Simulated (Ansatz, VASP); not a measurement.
# Two plane-wave programs on SiC3

File INCAR:

```
PREC = Accurate
ENCUT = 520
EDIFF = 1E-7
ISMEAR = 0
SIGMA = 0.01
LREAL = F
LASPH = T
NELM = 100
ALGO = Normal
ISIF = 2
LWAVE = F
LCHARG = F
GGA = PE
NBANDS = 16
```

Contents of KPOINTS:

```
Automatic mesh
0
Gamma
  8 8 8
```

Contents of POSCAR:

```
SiC3
1.0
    1.4191851026      0.8193669010      4.6942357031
   -1.4191851026      0.8193669010      4.6942357031
    0.0000000000     -1.6387338021      4.6942357031
C Si
3 1
Direct
    1.0086192312      0.0086192312      0.0086192312
    0.4883538732      0.4883538732      0.4883538732
    0.3791214684      0.3791214684      0.3791214684
    0.8739054272      0.8739054272      0.8739054272
```

Input for Ansatz:

```yaml
crystal:
  lattice:
    - [1.4191851026, 0.819366901, 4.6942357031]
    - [-1.4191851026, 0.819366901, 4.6942357031]
    - [0.0, -1.6387338021, 4.6942357031]
  atoms:
    - { symbol: C, position: [1.0086192312, 0.0086192312, 0.0086192312] }
    - { symbol: C, position: [0.4883538732, 0.4883538732, 0.4883538732] }
    - { symbol: C, position: [0.3791214684, 0.3791214684, 0.3791214684] }
    - { symbol: Si, position: [0.8739054272, 0.8739054272, 0.8739054272] }
kpoints:
  mp_grid: { grid: [8, 8, 8] }
hamiltonian:
  xc: pbe
scf:
  occupations: { method: fixed }
  n_extra_bands: 5
output:
  forces: true
  stress: true
  eigenvalues: true
```

Alike in both runs: task single point; functional PBE; k mesh 8 × 8 × 8; no spin polarisation.

```csv
,VASP,Ansatz
version,VASP 6.6.1,Ansatz 0.2.0
potentials or method,"VASP PAW PBE potentials, release 64 (C, Si)","plane waves, PAW"
plane-wave cutoff (eV),520,420
occupations,"gaussian, width 0.01 eV",fixed
valence electrons in the cell,16,16
```

VASP gave:

- gap on the k mesh at the Fermi level (eV): 1.50
- pressure (GPa): 0.0
- traceless stress, the component that is largest in VASP (GPa): -0.07
- rms of the force components (eV/Å): 0.015

Q: Which values does Ansatz return?

A: gap on the k mesh at the Fermi level (eV): 1.51; pressure (GPa): 0.0; traceless stress, the component that is largest in VASP (GPa): -0.02; rms of the force components (eV/Å): 0.001.

Atom by atom the forces differ by 0.014 eV/Å (rms over components).
